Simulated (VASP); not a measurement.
The system is Au.

```xyz
2
Lattice="2.9287 0.0000 0.0000 -1.4644 2.5363 0.0000 0.0000 0.0000 4.9283" Properties=species:S:1:pos:R:3 pbc="T T T"
Au    0.0000    1.6909    3.6962
Au    1.4644    0.8454    1.2321
```

This cell differs from its parent crystal: volume scaled by 1.03.

Base run:

* Program: VASP 6.6.1
* Functional: PBEsol
* Potentials or basis: VASP PAW PBE potentials, release 64 (Au)
* Cutoff: 520 eV
* k mesh: 14 × 14 × 8
* Occupations: fermi-dirac, width 0.03 eV
* Spin: no spin polarisation

Its results: band gap on the k mesh zero (band 11 reaches 11.75 eV, above the bottom of band 12 at 5.62 eV); pressure -10.1 GPa.

The run is repeated on the same cell with these changes: potentials or basis from VASP PAW PBE potentials, release 64 (Au) to VASP PAW PBE potentials, release 64 (Au_sv_GW); cutoff from 520 eV to 400 eV; further incar settings from ALGO = Normal; EDIFF = 1e-08; NBANDS = 18 to ALGO = Normal; EDIFF = 1e-08; NBANDS = 26; valence electrons from 22 to 38. What comes out?

Band gap on the k mesh zero (band 19 reaches 11.17 eV, above the bottom of band 20 at 5.01 eV); pressure -13.7 GPa.

Caveats: the PAW data sets were made with another functional, which shifts forces and pressure a little; spin-orbit coupling is left out, which moves the levels of the heavy elements.
